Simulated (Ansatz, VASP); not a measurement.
**C in VASP and in Ansatz**

```
C
1.0
    -2.12942   -1.22943    0.00886
     1.39503    0.00000   -3.63240
     4.73615   -9.42564    0.58472
C
10
Direct
  0.78887 0.11107 0.06667
  0.25553 0.14440 0.26667
  0.72220 0.17774 0.46667
  0.18887 0.21107 0.66667
  0.65553 0.24440 0.86667
  0.14447 0.25560 0.93333
  0.27780 0.12226 0.13333
  0.74447 0.15560 0.33333
  0.21113 0.18893 0.53333
  0.67780 0.22226 0.73333
```

Alike in both runs: task single point; functional PBEsol; k mesh 11 × 7 × 3; occupations gaussian, width 0.05 eV; no spin polarisation.

```csv
,VASP,Ansatz
version,VASP 6.6.1,Ansatz 0.2.0
potentials or method,"VASP PAW PBE potentials, release 64 (C), cutoff 520 eV","scalar-relativistic, plane waves, PAW"
valence electrons in the cell,40,40
```

Ansatz gave:

| Item | Value |
| --- | --- |
| gap on the k mesh at the Fermi level (eV) | 0.25 |
| least direct gap on the mesh (eV) | 0.25 |
| pressure (GPa) | 0.7 |
| traceless stress, the component that is largest in VASP (GPa) | 19.25 |
| rms of the force components (eV/Å) | 1.747 |

Q: Which values does VASP return?

A: gap on the k mesh at the Fermi level (eV): 0.25; least direct gap on the mesh (eV): 0.25; pressure (GPa): 1.3; traceless stress, the component that is largest in VASP (GPa): 19.56; rms of the force components (eV/Å): 1.742.

VASP's potentials were made for PBE, not for PBEsol. Atom by atom the forces differ by 0.009 eV/Å (rms over components). The functional is the same, so the differences come from potentials, cutoffs and numerics.
